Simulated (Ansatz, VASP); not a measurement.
Ag in VASP and in Ansatz

Contents of POSCAR:

```
Ag
1.0
    2.9685570532      0.0000000000      0.0000000000
   -1.4842785266      2.5708458207      0.0000000000
    0.0000000000      0.0000000000      4.8530335443
Ag
2
Direct
    0.6666666667      0.3333333333      0.7500000000
    0.3333333333      0.6666666667      0.2500000000
```

Contents of INCAR.step1:

```
ALGO = Normal
EDIFF = 1E-4
ENCUT = 520
GGA = PE
ISMEAR = -1
LASPH = T
LCHARG = F
LREAL = F
LWAVE = T
NBANDS = 18
NELM = 60
PREC = Accurate
SIGMA = 0.05
```

The input INCAR.step2:

```
ALGO = Normal
EDIFF = 1E-7
ENCUT = 520
ISIF = 2
ISMEAR = -1
ISTART = 1
LASPH = T
LCHARG = F
LMIXTAU = T
LREAL = F
LWAVE = F
METAGGA = R2SCAN
NBANDS = 18
NELM = 60
PREC = Accurate
SIGMA = 0.05
```

Contents of KPOINTS:

```
k-points
0
Gamma
  10 10 6
```

File input.yaml:

```yaml
crystal:
  lattice:
    - [2.9685570532, 0.0, 0.0]
    - [-1.4842785266, 2.5708458207, 0.0]
    - [0.0, 0.0, 4.8530335443]
  atoms:
    - { symbol: Ag, position: [0.6666666667, 0.3333333333, 0.75] }
    - { symbol: Ag, position: [0.3333333333, 0.6666666667, 0.25] }
hamiltonian:
  xc: r2scan
  pseudopotentials: { kind: paw }
kpoints:
  mp_grid: { grid: [10, 10, 6] }
scf:
  occupations: { method: fermi_dirac, width: 0.05 }
output:
  forces: true
  stress: true
  eigenvalues: true
  write_density: true
  write_potential: true
  elf: true
  volumetric_format: npy
```

Alike in both runs: task single point; functional r2SCAN; k mesh 10 × 10 × 6; occupations fermi-dirac, width 0.05 eV; no spin polarisation.

|  | VASP | Ansatz |
| --- | --- | --- |
| version | VASP 6.6.1 | Ansatz 0.2.0 |
| potentials or method | VASP PAW PBE potentials, release 64 (Ag) | Ansatz PAW |
| plane-wave cutoff (eV) | 520 | 500 |
| valence electrons in the cell | 22 | 38 |

Ansatz gave:

```
gap on the k mesh at the Fermi level (eV)                     : none
pressure (GPa)                                                : -5.5
traceless stress, the component that is largest in VASP (GPa) : -0.51
```

Question: What did VASP give for the same quantities?

Answer: gap on the k mesh at the Fermi level (eV): none; pressure (GPa): -5.5; traceless stress, the component that is largest in VASP (GPa): -0.50.

VASP's potentials were made for PBE, not for r2SCAN. A gap of «none» marks a metal or a gap that the smearing closes. VASP's potentials hold 22 valence electrons a cell and Ansatz's 38, so a difference there can come from the potentials and not from the codes.
